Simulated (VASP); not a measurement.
Na3Li5S4: single point with PBEsol

Na3Li5S4:

```
CELL_PARAMETERS angstrom
12.05720 0.00000 0.00000
0.00000 12.05720 0.00000
0.00000 0.00000 12.05720
ATOMIC_POSITIONS crystal
Li 0.37134 0.11456 0.13403
Li 0.38559 0.12624 0.61834
Li 0.37722 0.62740 0.12858
Li 0.33557 0.65388 0.65145
Li 0.89596 0.15313 0.60227
Li 0.87795 0.63014 0.12723
Li 0.87064 0.62446 0.62023
Li 0.12596 0.37891 0.12727
Li 0.12565 0.38672 0.61859
Li 0.62440 0.38449 0.12373
Li 0.63616 0.36876 0.60696
Li 0.62590 0.86994 0.13301
Li 0.12221 0.62022 0.37621
Li 0.12587 0.62509 0.87937
Li 0.62109 0.11743 0.37400
Li 0.62233 0.12173 0.87553
Li 0.62963 0.61715 0.36789
Li 0.12319 0.12874 0.12372
Li 0.12926 0.62018 0.12788
Li 0.10929 0.62318 0.63016
Li 0.62607 0.63098 0.12944
Li 0.38930 0.36315 0.37926
Li 0.38177 0.87414 0.36952
Li 0.37717 0.86921 0.87772
Li 0.86828 0.87104 0.88702
Li 0.38304 0.86602 0.12658
Li 0.36977 0.87973 0.61740
Li 0.88197 0.38911 0.62107
Li 0.87332 0.87167 0.12780
Li 0.38060 0.12221 0.37465
Li 0.37412 0.62826 0.88554
Li 0.86865 0.12001 0.37606
Li 0.87326 0.62432 0.37306
Li 0.88271 0.62830 0.87821
Li 0.13772 0.37645 0.37108
Li 0.12038 0.38762 0.87308
Li 0.13789 0.86289 0.36992
Li 0.63158 0.36658 0.36494
Li 0.62357 0.86695 0.37185
Li 0.62392 0.87897 0.89491
Na 0.86980 0.12456 0.12954
Na 0.12969 0.86838 0.12685
Na 0.11696 0.87423 0.62424
Na 0.61357 0.86629 0.62804
Na 0.13274 0.12281 0.37040
Na 0.12321 0.12430 0.87088
Na 0.62946 0.63472 0.87399
Na 0.13911 0.13100 0.61971
Na 0.61838 0.11936 0.12624
Na 0.63512 0.11551 0.62292
Na 0.60632 0.61830 0.61862
Na 0.36885 0.37920 0.87960
Na 0.88273 0.38042 0.37117
Na 0.87582 0.38289 0.87241
Na 0.87885 0.86778 0.37498
Na 0.37395 0.37475 0.13638
Na 0.38046 0.39038 0.62378
Na 0.87679 0.38092 0.12095
Na 0.86452 0.87657 0.63021
Na 0.37842 0.12304 0.88040
Na 0.37891 0.61834 0.38032
Na 0.87195 0.12851 0.86799
Na 0.12937 0.86656 0.87548
Na 0.62126 0.38351 0.86628
S 0.99405 0.99264 0.00438
S 0.99148 0.01083 0.49837
S 0.01047 0.51278 0.99961
S 0.00559 0.50856 0.50358
S 0.49573 0.98287 0.00563
S 0.49174 0.99593 0.48921
S 0.50079 0.51245 0.01208
S 0.51924 0.47938 0.47844
S 0.23870 0.24930 0.01103
S 0.26153 0.25934 0.49141
S 0.26132 0.73762 0.00441
S 0.24694 0.75038 0.49948
S 0.73610 0.25388 0.99912
S 0.75666 0.24690 0.49296
S 0.75679 0.75421 0.01182
S 0.74528 0.73658 0.49022
S 0.26488 0.99177 0.25121
S 0.26547 0.99435 0.74342
S 0.23759 0.50296 0.25160
S 0.23589 0.51242 0.75162
S 0.74283 0.99223 0.25854
S 0.73707 0.98619 0.77407
S 0.74420 0.50945 0.24374
S 0.75756 0.50372 0.73417
S 0.01282 0.25266 0.24470
S 0.00428 0.26617 0.73466
S 0.00392 0.73521 0.25218
S 0.99137 0.73668 0.75533
S 0.50126 0.24353 0.26110
S 0.50413 0.24540 0.74288
S 0.50559 0.75186 0.24771
S 0.47496 0.74797 0.75398
```

```yaml
Program: VASP 6.6.1
Task: single point
Functional: PBEsol
Potentials_or_basis: VASP PAW PBE potentials, release 64 (Li_sv, Na_pv, S)
Cutoff: 750 eV
k_mesh: 1 × 1 × 1, shifted
Occupations: fermi-dirac, width 0.05 eV
Spin: no spin polarisation
Dipole_correction: no
Further_INCAR_settings: LREAL = Auto; ALGO = Normal; EDIFF = 1e-06; NBANDS = 294; ISYM = 0
```

```yaml
Pressure: 0.0 GPa
Largest_force: 0.028 eV/Å
Band_gap_on_the_k_mesh: 3.62 eV
```

Forces in eV/Å, atoms in the order of the input:
```
Li   0.012 -0.001  0.004
Li  -0.002  0.000 -0.007
Li   0.004 -0.001  0.009
Li   0.008 -0.001  0.008
Li  -0.004  0.002  0.011
Li  -0.005  0.002  0.003
Li   0.006 -0.008  0.001
Li   0.003  0.003  0.002
Li   0.003 -0.005 -0.003
Li   0.010 -0.003  0.012
Li  -0.005 -0.005  0.004
Li   0.004  0.001 -0.003
Li   0.007  0.002  0.016
Li   0.017  0.007 -0.003
Li   0.011  0.006  0.006
Li   0.004  0.005  0.007
Li  -0.002  0.012  0.001
Li  -0.001 -0.011 -0.003
Li   0.001  0.002 -0.028
Li   0.004 -0.003 -0.003
Li   0.003  0.000 -0.003
Li  -0.005  0.025  0.006
Li   0.004 -0.004  0.003
Li   0.004  0.004  0.000
Li   0.005  0.003 -0.007
Li   0.005 -0.006 -0.015
Li   0.002 -0.005 -0.002
Li   0.010 -0.005 -0.010
Li  -0.007 -0.001  0.001
Li  -0.008  0.004 -0.001
Li   0.003 -0.019 -0.009
Li  -0.008  0.000  0.003
Li   0.002 -0.007  0.002
Li  -0.008 -0.001  0.004
Li  -0.007  0.002  0.000
Li   0.000 -0.010  0.005
Li  -0.013  0.014 -0.012
Li   0.009 -0.006 -0.005
Li  -0.002  0.000  0.007
Li  -0.008 -0.015 -0.005
Na  -0.001  0.002  0.002
Na   0.001  0.001  0.004
Na  -0.001  0.001  0.003
Na   0.001  0.002 -0.003
Na   0.003  0.001  0.002
Na  -0.002 -0.002  0.000
Na   0.002  0.000  0.001
Na  -0.001 -0.004  0.001
Na  -0.003 -0.001 -0.001
Na  -0.001 -0.004 -0.002
Na  -0.004  0.003  0.004
Na   0.003  0.002  0.003
Na  -0.002  0.002  0.000
Na   0.001  0.001  0.006
Na   0.001  0.001  0.000
Na   0.000 -0.001 -0.002
Na  -0.004  0.002  0.004
Na  -0.003 -0.002 -0.002
Na  -0.003 -0.003 -0.001
Na  -0.002  0.002  0.002
Na  -0.002  0.001 -0.003
Na   0.002  0.002 -0.001
Na   0.000  0.000  0.000
Na  -0.003  0.002  0.002
S   -0.002 -0.003  0.000
S    0.000  0.005 -0.004
S    0.005  0.007 -0.001
S   -0.001  0.001  0.000
S    0.000 -0.005  0.005
S   -0.003  0.000 -0.002
S   -0.004  0.004  0.003
S    0.004 -0.001 -0.006
S   -0.010  0.001  0.009
S    0.006  0.001 -0.001
S    0.000  0.000 -0.001
S   -0.005  0.003 -0.005
S   -0.004 -0.001  0.000
S   -0.003  0.001 -0.001
S    0.002  0.000 -0.001
S    0.001 -0.002 -0.001
S    0.002  0.000  0.000
S    0.007 -0.005 -0.007
S   -0.005  0.005  0.002
S   -0.008  0.000  0.000
S    0.001  0.002  0.003
S   -0.004 -0.004  0.001
S   -0.006  0.004  0.005
S    0.004  0.005 -0.004
S    0.002  0.000 -0.004
S   -0.002  0.008 -0.006
S   -0.003 -0.010 -0.001
S   -0.004 -0.004  0.006
S   -0.003  0.002  0.007
S    0.001 -0.004 -0.007
S    0.001 -0.003 -0.006
S   -0.006  0.008  0.002
```

Stress tensor (GPa, compression positive):
```
 0.06 -0.02 -0.20
-0.02  0.01  0.00
-0.20  0.00 -0.01
```

Levels at points of the mesh, in eV from the valence-band top:
```
           k point  band 237  band 238  band 239  band 240  band 241  band 242  band 243  band 244
(0.25, 0.25, 0.25)     -0.13     -0.09     -0.03     -0.01      3.63      3.79      3.81      3.84
```

It took 45 min on 4 MPI ranks on Intel(R) Xeon(R) Platinum 8259CL CPU @ 2.50GHz (Skylake/Cascade Lake), on a shared host, peak memory 1.1 GiB a rank.

Caveat: the PAW data sets were made with another functional, which shifts forces and pressure a little; a shifted mesh leaves out Γ, where band edges can lie. A k mesh can miss the band edges.
